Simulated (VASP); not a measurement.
# AlN (Pm) in VASP: notebook, part 2 of 2

VASP 6.6.1. Earlier steps stand in the parts before.

## 4. Single point, PBE (atom 1 (Al) moved by -0.630 Å along [1 0 0] and -0.378 Å along [1 2 0])

Input file INCAR:

```
PREC = Accurate
ENCUT = 520
EDIFF = 1E-7
ISMEAR = 0
SIGMA = 0.05
LREAL = F
LASPH = T
NELM = 100
ALGO = Normal
ISIF = 2
LWAVE = F
LCHARG = F
GGA = PE
NBANDS = 26
```

Input file KPOINTS:

```
regular mesh
0
Gamma
  8 6 4
```

Input file POSCAR:

```
AlN
1.0
   -1.6567491617      2.8695737234      0.0000000000
    0.0000000000      0.0000000000      4.1874629526
    4.9702474850      2.8695737234      0.0000000000
Al N
4 4
Direct
    0.4962705270      0.7500000000      0.0386692575
    0.0000000000      0.7500000000      0.6666666667
    0.0000000000      0.2500000000      0.3333333333
    0.5000000000      0.2500000000      0.8333333333
    0.5000000000      0.2500000000      0.1666666667
    0.0000000000      0.2500000000      0.6666666667
    0.0000000000      0.7500000000      0.3333333333
    0.5000000000      0.7500000000      0.8333333333
```

Potentials or basis: VASP PAW PBE potentials, release 64 (Al, N).

On the command line:

```sh
> cat potpaw_PBE.64/Al/POTCAR potpaw_PBE.64/N/POTCAR > POTCAR
> mpirun -np 1 vasp_std > vasp.out
```

OUTCAR:

```text
PREC = Accurate
   ENCUT = 520
   EDIFF = 1E-7
   ISMEAR = 0
   LREAL = F
   LASPH = T
   NELM = 100
   ISIF = 2
   GGA = PE

 ion  position               nearest neighbor table
   1  0.496  0.750  0.039-   8 1.18   5 2.22   5 2.22   7 2.36   7 2.38   4 2.40   4 2.40   2 2.69
                             2 2.71   3 3.15   3 3.15   3 3.17   3 3.17
   2  0.000  0.750  0.667-   8 1.91   8 1.91   7 1.91   6 2.09   6 2.09   1 2.69   1 2.71   4 2.84
                             4 2.84   4 2.84   4 2.84   3 2.84   3 2.84
   3  0.000  0.250  0.333-   5 1.91   5 1.91   6 1.91   7 2.09   7 2.09   2 2.84   2 2.84   1 3.15
                             1 3.15   1 3.17   1 3.17   4 3.31   4 3.31   4 3.31   4 3.31
   4  0.500  0.250  0.833-   6 1.91   6 1.91   5 1.91   8 2.09   8 2.09   1 2.40   1 2.40   2 2.84
                             2 2.84   2 2.84   2 2.84   3 3.31   3 3.31   3 3.31   3 3.31
   5  0.500  0.250  0.167-   3 1.91   3 1.91   4 1.91   1 2.22   1 2.22
   6  0.000  0.250  0.667-   4 1.91   4 1.91   3 1.91   2 2.09   2 2.09
   7  0.000  0.750  0.333-   2 1.91   3 2.09   3 2.09   1 2.36   1 2.38
   8  0.500  0.750  0.833-   1 1.18   2 1.91   2 1.91   4 2.09   4 2.09

 -----------------------------------------------------------------------------
|                                                                             |
|           W    W    AA    RRRRR   N    N  II  N    N   GGGG   !!!           |
|           W    W   A  A   R    R  NN   N  II  NN   N  G    G  !!!           |
|           W    W  A    A  R    R  N N  N  II  N N  N  G       !!!           |
|           W WW W  AAAAAA  RRRRR   N  N N  II  N  N N  G  GGG   !            |
|           WW  WW  A    A  R   R   N   NN  II  N   NN  G    G                |
|           W    W  A    A  R    R  N    N  II  N    N   GGGG   !!!           |
|                                                                             |
|     The distance between some ions is very small. Please check the          |
|     nearest-neighbor list in the OUTCAR file.                               |
|     I HOPE YOU KNOW WHAT YOU ARE DOING!                                     |
|                                                                             |
 -----------------------------------------------------------------------------

  LATTYP: Found a simple orthorhombic cell.
 ALAT       =     3.3134983233
 B/A-ratio  =     1.2637588868
 C/A-ratio  =     1.7320508076

  Lattice vectors:

 A1 = (  -1.6567491617,   2.8695737234,   0.0000000000)
 A2 = (   0.0000000000,   0.0000000000,   4.1874629526)
 A3 = (   4.9702474850,   2.8695737234,   0.0000000000)

Analysis of symmetry for initial positions (statically):
=====================================================================
 Subroutine PRICEL returns:
 Original cell was already a primitive cell.

 Routine SETGRP: Setting up the symmetry group for a
 simple orthorhombic supercell.

 Subroutine GETGRP returns: Found  2 space group operations
 (whereof  1 operations were pure point group operations)
 out of a pool of  8 trial point group operations.

The static configuration has the point symmetry C_1 .
 The point group associated with its full space group is C_1h.

Analysis of symmetry for dynamics (positions and initial velocities):
=====================================================================
 Subroutine PRICEL returns:
 Original cell was already a primitive cell.

 Routine SETGRP: Setting up the symmetry group for a
 simple orthorhombic supercell.

 Subroutine GETGRP returns: Found  2 space group operations
 (whereof  1 operations were pure point group operations)
 out of a pool of  8 trial point group operations.

The dynamic configuration has the point symmetry C_1 .
 The point group associated with its full space group is C_1h.

[... 100 lines left out ...]
 SYSTEM =  unknown system
   PREC   = accura    normal or accurate (medium, high low for compatibility)
   ISTART =      0    job   : 0-new  1-cont  2-samecut
   ICHARG =      2    charge: 1-file 2-atom 10-const
   ISPIN  =      1    spin polarized calculation?
   LNONCOLLINEAR =      F non collinear calculations
   LSORBIT =      F    spin-orbit coupling
   LASPH  =      T    aspherical Exc in radial PAW
   ENCUT  =  520.0 eV  38.22 Ry    6.18 a.u.   6.16  7.79 10.67*2*pi/ulx,y,z
   NELM   =    100;   NELMIN=  2; NELMDL= -5     # of ELM steps
   EDIFF  = 0.1E-06   stopping-criterion for ELM
   LREAL  =      F    real-space projection
   EDIFFG = 0.1E-05   stopping-criterion for IOM
   NSW    =      0    number of steps for IOM
   IBRION =     -1    ionic relax: 0-MD 1-quasi-New 2-CG
   NFREE  =      0    steps in history (QN), initial steepest desc. (CG)
   ISIF   =      2    stress and relaxation
   ISYM   =      2    0-nonsym 1-usesym 2-fastsym
   POTIM  = 0.5000    time-step for ionic-motion
   TEBEG  =    0.0;   TEEND  =   0.0 temperature during run
   PSTRESS=    0.0 pullay stress
   NELECT =      32.0000    total number of electrons
   NUPDOWN=      -1.0000    fix difference up-down
   EMIN   =  10.00;   EMAX   =-10.00  energy-range for DOS
   EFERMI =   0.00;   METHOD = LEGACY
   ISMEAR =     0;   SIGMA  =   0.05  broadening in eV -4-tet -1-fermi 0-gaus
   EFERMI_NEDOS =   21; number of points for ismear=-14 and -15
   IALGO  =     38    algorithm
   IMIX   =      4    mixing-type and parameters
     AMIX     =   0.40;   BMIX     =  1.00
     AMIX_MAG =   1.60;   BMIX_MAG =  1.00
  volume/ion in A,a.u.               =       9.95        67.17
  Fermi-wavevector in a.u.,A,eV,Ry     =   1.208082  2.282944 19.857191  1.459462
  Thomas-Fermi vector in A             =   2.343701
   LORBIT       =      0    0 simple, 1 ext, 2 COOP (PROOUT), +10 PAW based schemes
   GGA     = PE    functional components
   LHFCALC =     F    Hartree Fock is set to
   AEXX    =    0.0000 exact exchange contribution
   IVDW    =     0    specifies the selected vdW correction
   LEPSILON=     F    determine dielectric tensor
   LRPA    =     F    only Hartree local field effects (RPA)
 non-spin polarized calculation
 Gauss-broadening in eV      SIGMA  =   0.05
  energy-cutoff  :      520.00
  volume of cell :       79.63
 maximum number of plane-waves:      2174
 NGX is ok and might be reduce to    28
   NGX = 13   NGY = 15   NGZ = 21

 number of electron      31.9999993 magnetization

 Free energy of the ion-electron system (eV)
  ---------------------------------------------------
  ext. energy  EPLUGINS =         0.00000000
  ---------------------------------------------------
  free energy    TOTEN  =       -42.61106222 eV

  energy without entropy =      -42.61106222  energy(sigma->0) =      -42.61106222

 E-fermi :   9.1080     XC(G=0): -11.1242

 val. band max:        8.8741131405   @ k =   0.0000   0.0000   0.5000
 cond. band min:       9.5343501668   @ k =   0.0000   0.0000   0.0000
 fundamental gap:      0.6602370264
 Fermi energy:         9.1079950806

 k-point     1 :       0.0000    0.0000    0.0000
  band No.  band energies     occupation
      1      -9.9808      2.00000
      2      -6.9792      2.00000
      3      -6.4537      2.00000
      4      -4.0612      2.00000
      5      -0.4019      2.00000
      6       1.3818      2.00000
[... 685 lines left out ...]
     25      17.3561      0.00000
     26      17.6784      0.00000

 [... further k-points ...]

------------------------ aborting loop because EDIFF is reached ----------------------------------------

  FORCE on cell =-STRESS in cart. coord.  units (eV):
  Direction    XX          YY          ZZ          XY          YZ          ZX
  --------------------------------------------------------------------------------------
  -------------------------------------------------------------------------------------
  Total       54.7000738     17.3291200      1.5508179     30.8734354      0.0000000      0.0000000
  in kB     1100.5591251    348.6598805     31.2022758    621.1699306      0.0000000      0.0000000
  external PRESSURE =     493.4737605 kB  Pullay stress =       0.0000000 kB

 VOLUME and BASIS-vectors are now :
 -----------------------------------------------------------------------------
  energy-cutoff  :      520.00
  volume of cell :       79.63
      direct lattice vectors                 reciprocal lattice vectors
    -1.656749162  2.869573723  0.000000000    -0.150897919  0.261362862  0.000000000
     0.000000000  0.000000000  4.187462953     0.000000000  0.000000000  0.238808083
     4.970247485  2.869573723  0.000000000     0.150897919  0.087120954  0.000000000

 POSITION                                       TOTAL-FORCE (eV/Angst)
 -----------------------------------------------------------------------------------
     -0.63000      1.53505      3.14060        63.484207     35.928760      0.000000
      3.31350      1.91305      3.14060        -3.595404     -2.097988      0.000000
      1.65675      0.95652      1.04687        -0.927808     -0.543414      0.000000
      3.31350      3.82610      1.04687        -0.692349     -0.367000      0.000000
      0.00000      1.91305      1.04687        -2.851079     -1.682521      0.000000
      3.31350      1.91305      1.04687         1.479323      0.854806      0.000000
      1.65675      0.95652      3.14060        -1.043468     -0.581488      0.000000
      3.31350      3.82610      3.14060       -55.853423    -31.511155      0.000000
 -----------------------------------------------------------------------------------
    total drift:                                0.000605      0.000353      0.000000

  FREE ENERGIE OF THE ION-ELECTRON SYSTEM (eV)
  ---------------------------------------------------
  free  energy   TOTEN  =       -42.6110622150 eV

  energy  without entropy=      -42.6110622150  energy(sigma->0) =      -42.61106222
```

Wall time 85 s (1 thread of AMD EPYC 9R45 (Zen 5), shared host); peak memory 0.23 GiB.

Results:

- Free energy: -42.6111 eV
- Pressure: 49.3 GPa
- Largest force: 72.946 eV/Å
- Band gap on the k mesh: 0.66 eV (least direct gap 0.71 eV)

Forces on the atoms (eV/Å):
```
Al   63.484  35.929   0.000
Al   -3.595  -2.098   0.000
Al   -0.928  -0.543   0.000
Al   -0.692  -0.367   0.000
N    -2.851  -1.683   0.000
N     1.479   0.855   0.000
N    -1.043  -0.581   0.000
N   -55.853 -31.511   0.000
```

Caveat: the cell differs from its parent crystal (atom 1 (Al) moved by -0.630 Å along [1 0 0] and -0.378 Å along [1 2 0]); atoms lie so close that the PAW spheres overlap strongly, which falsifies energies and pressures; the cell stands under pressure; forces of over 1 eV/Å act on the atoms, so gaps and moduli don't describe the material at rest.

## 5. Single point, PBE (atom 1 (Al) moved by -0.378 Å along [1 0 0] and -0.252 Å along [1 2 0])

Input file INCAR:

```
SYSTEM = AlN
  PREC = Accurate
  ENCUT = 520
  EDIFF = 1E-6
  ISMEAR = 0
  SIGMA = 0.05
  LREAL = .FALSE.
  LASPH = .TRUE.
  NELM = 80
  ALGO = Normal
  ISIF = 2
  LWAVE = .FALSE.
  LCHARG = .FALSE.
  GGA = PE
  NBANDS = 26
```

Input file KPOINTS:

```
regular mesh
0
G
  8 6 4
  0 0 0
```

POSCAR, as its differences from that of step 4:

```diff
@@ -8,3 +8,3 @@
 Direct
-    0.4962705270      0.7500000000      0.0386692575
+    0.4911759721      0.7500000000      0.0876727731
     0.0000000000      0.7500000000      0.6666666667
```

On the command line:

```sh
> cat potpaw_PBE.64/Al/POTCAR potpaw_PBE.64/N/POTCAR > POTCAR
> mpirun -np 1 vasp_std > vasp.out
```

Run time: 77 s. Hardware: 1 thread of AMD EPYC 9R45 (Zen 5), shared host; peak memory 0.23 GiB.

It converged, with:

| Item | Value |
| --- | --- |
| Free energy | -54.8489 eV |
| Pressure | 13.9 GPa |
| Largest force | 22.417 eV/Å |
| Band gap on the k mesh | 2.36 eV (least direct gap 2.41 eV) |

Forces in eV/Å, atoms in the order of the input:
```
Al   19.505  11.049   0.000
Al   -2.179  -1.283   0.000
Al   -0.484  -0.316   0.000
Al   -0.424  -0.197   0.000
N    -1.758  -1.096   0.000
N     0.904   0.517   0.000
N    -1.258  -0.724   0.000
N   -14.306  -7.950   0.000
```

Stress tensor (GPa, compression positive):
```
32.69 19.47  0.00
19.47  8.12  0.00
 0.00  0.00  0.89
```

Levels at points of the mesh, in eV from the valence-band top:
```
           k point  band 12  band 13  band 14  band 15  band 16  band 17  band 18  band 19  band 20  band 21
(0.00, 0.00, 0.00)    -2.93    -2.56    -1.85    -0.06    -0.05     2.36     3.54     4.53     6.93     6.98
(0.50, 0.00, 0.00)    -3.85    -2.70    -2.14    -2.12    -2.02     4.89     4.97     5.64     5.91     7.23
(0.00, 0.50, 0.00)    -2.65    -2.46    -1.58    -1.37    -0.75     3.66     4.69     5.42     6.01     7.92
(0.50, 0.50, 0.00)    -4.53    -2.04    -1.49    -0.50    -0.47     5.21     5.41     6.09     6.54     7.82
(0.00, 0.00, 0.50)    -3.10    -2.43    -2.07    -0.63     0.00     3.47     4.86     5.64     5.89     7.46
(0.50, 0.00, 0.50)    -3.48    -2.83    -2.38    -1.62    -1.34     3.19     4.00     6.10     6.42     6.70
(0.00, 0.50, 0.50)    -2.65    -2.48    -1.37    -1.32    -0.83     3.50     4.83     5.21     6.42     8.07
(0.50, 0.50, 0.50)    -3.34    -2.77    -2.19    -1.16    -0.90     4.29     4.44     5.17     5.45     8.25
```

Caveat: the cell differs from its parent crystal (atom 1 (Al) moved by -0.378 Å along [1 0 0] and -0.252 Å along [1 2 0]); the cell stands under pressure; forces of over 1 eV/Å act on the atoms, so gaps and moduli don't describe the material at rest. A k mesh can miss the band edges.

## 6. Single point, PBE (atom 1 (Al) moved by -0.630 Å along [1 0 0] and -0.252 Å along [1 2 0])

Input file INCAR:

```
SYSTEM = AlN
  PREC = Accurate
  ENCUT = 520
  EDIFF = 1E-6
  ISMEAR = 0
  SIGMA = 0.05
  LREAL = .False.
  LASPH = .True.
  NELM = 100
  ALGO = Normal
  ISIF = 2
  LWAVE = .False.
  LCHARG = .False.
  GGA = PE
  NBANDS = 26
```

Input file KPOINTS:

```
regular mesh
0
Gamma
  8 6 4
  0 0 0
```

POSCAR, as its differences from that of step 5:

```diff
@@ -8,3 +8,3 @@
 Direct
-    0.4911759721      0.7500000000      0.0876727731
+    0.5292022475      0.7500000000      0.0496464977
     0.0000000000      0.7500000000      0.6666666667
```

Potentials or basis: VASP PAW PBE potentials, release 64 (Al, N).

On the command line:

```sh
> cat potpaw_PBE.64/Al/POTCAR potpaw_PBE.64/N/POTCAR > POTCAR
> mpirun -np 1 vasp_std > vasp.out
```

It took 78 s on 1 thread of AMD EPYC 9R45 (Zen 5), shared host; peak memory 0.23 GiB.

The run converged. Its results:

```yaml
Free_energy: -46.8464 eV
Pressure: 38.5 GPa
Largest_force: 56.086 eV/Å
Band_gap_on_the_k_mesh: 0.99 eV (least direct gap 1.05 eV)
```

Forces on the atoms (eV/Å):
```
Al   46.805  30.901   0.000
Al   -3.388  -1.808   0.000
Al   -0.860  -0.424   0.000
Al   -0.505  -0.520   0.000
N    -2.756  -1.309   0.000
N     1.347   0.780   0.000
N    -1.049  -0.752   0.000
N   -39.594 -26.868   0.000
```

Stress tensor (GPa, compression positive):
```
77.16 53.14  0.00
53.14 35.74  0.00
 0.00  0.00  2.50
```

Levels at points of the mesh, in eV from the valence-band top:
| k point | band 12 | band 13 | band 14 | band 15 | band 16 | band 17 | band 18 | band 19 | band 20 | band 21 |
| --- | --- | --- | --- | --- | --- | --- | --- | --- | --- | --- |
| (0.00, 0.00, 0.00) | -3.83 | -3.29 | -2.46 | -0.69 | -0.05 | 0.99 | 2.59 | 3.98 | 6.06 | 6.17 |
| (0.50, 0.00, 0.00) | -4.28 | -3.18 | -2.47 | -2.47 | -2.32 | 3.85 | 3.87 | 4.77 | 5.13 | 6.06 |
| (0.00, 0.50, 0.00) | -3.40 | -3.03 | -2.09 | -1.72 | -0.61 | 2.15 | 3.82 | 4.58 | 5.43 | 6.69 |
| (0.50, 0.50, 0.00) | -5.11 | -3.24 | -2.29 | -0.90 | -0.73 | 4.06 | 4.42 | 5.31 | 5.94 | 6.37 |
| (0.00, 0.00, 0.50) | -3.63 | -3.32 | -3.20 | -1.05 | 0.00 | 2.05 | 4.00 | 4.77 | 5.24 | 6.61 |
| (0.50, 0.00, 0.50) | -3.88 | -3.29 | -2.74 | -1.97 | -1.81 | 2.29 | 3.28 | 4.88 | 5.13 | 5.85 |
| (0.00, 0.50, 0.50) | -3.20 | -3.18 | -1.73 | -1.71 | -0.68 | 1.90 | 3.92 | 4.43 | 5.84 | 7.01 |
| (0.50, 0.50, 0.50) | -4.20 | -3.74 | -2.68 | -1.61 | -1.07 | 3.29 | 3.44 | 4.40 | 4.75 | 6.96 |

Caveat: the cell differs from its parent crystal (atom 1 (Al) moved by -0.630 Å along [1 0 0] and -0.252 Å along [1 2 0]); atoms lie so close that the PAW spheres overlap strongly, which falsifies energies and pressures; the cell stands under pressure; forces of over 1 eV/Å act on the atoms, so gaps and moduli don't describe the material at rest. A k mesh can miss the band edges.

## 7. Overview

| cell | gap on the mesh (eV) | pressure (GPa) | largest force (eV/Å) |
| --- | --- | --- | --- |
| as given, atomic positions A | 2.52 | 5.5 | 5.73 |
| as given, atomic positions B | 2.15 | 9.4 | 7.63 |
| as given, atomic positions C | 0.66 | 49.3 | 72.95 |
| as given, atomic positions D | 2.36 | 13.9 | 22.42 |
| as given, atomic positions E | 0.99 | 38.5 | 56.09 |

Alike in all rows: task single point; level PBE; potentials or basis VASP PAW PBE potentials, release 64 (Al, N); no spin polarisation; k mesh 8 × 6 × 4; cutoff (eV) 520; smearing gaussian 0.05 eV.

Caveats: the cell stands under pressure; forces of over 1 eV/Å act on the atoms, so gaps and moduli don't describe the material at rest; atoms lie so close that the PAW spheres overlap strongly, which falsifies energies and pressures (at least some runs).

Total energies depend on the potentials used, so only differences within one code and one set of settings carry meaning.
